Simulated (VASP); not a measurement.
Set up this calculation in VASP 6.6.1, as the native input.

```yaml
Task: single point
Functional: BLYP
Potentials_or_basis: VASP PAW PBE potentials, release 64 (Hf_pv)
Cutoff: 520 eV
k_mesh: 8 × 8 × 11
Occupations: fermi-dirac, width 0.1 eV
Spin: no spin polarisation
Dipole_correction: no
Further_INCAR_settings: ALGO = Normal; EDIFF = 1e-07; NBANDS = 22
```

The structure of Hf lies in POSCAR:

```
Hf
1.0
    5.2323719553      0.0000000000      0.0000000000
   -2.6161859776      4.5313670353      0.0000000000
    0.0000000000      0.0000000000      3.2510084372
Hf
3
Direct
    1.0000000000      0.0000000000      0.0000000000
    0.3333333333      0.6666666667      0.5000000000
    0.6666666667      0.3333333333      0.5000000000
```

This cell differs from its parent crystal: volume scaled by 1.12.

The input as run:

INCAR

```
PREC = Accurate
ENCUT = 520
EDIFF = 1E-7
ISMEAR = -1
SIGMA = 0.1
LREAL = False
LASPH = True
NELM = 100
ALGO = Normal
ISIF = 2
LWAVE = False
LCHARG = False
GGA = B5
ALDAX = 1.0
AGGAX = 1.0
AGGAC = 1.0
ALDAC = 0.0
NBANDS = 22
```

KPOINTS

```
regular mesh
0
Gamma
  8 8 11
```

Potentials or basis: VASP PAW PBE potentials, release 64 (Hf_pv).

Run with:

```console
$ cat potpaw_PBE.64/Hf_pv/POTCAR > POTCAR
$ mpirun -np 1 vasp_std > vasp.out
```

It gave:

```yaml
Pressure: -9.3 GPa
Band_gap_on_the_k_mesh: zero (band 15 reaches 4.58 eV, above the bottom of band 16 at 3.80 eV)
```

Caveat: the PAW data sets were made with another functional, which shifts forces and pressure a little; spin-orbit coupling is left out, which moves the levels of the heavy elements.

It took 51 s on 1 thread of Intel(R) Xeon(R) 6975P-C (Granite Rapids), with other jobs on the host, peak memory 0.23 GiB.
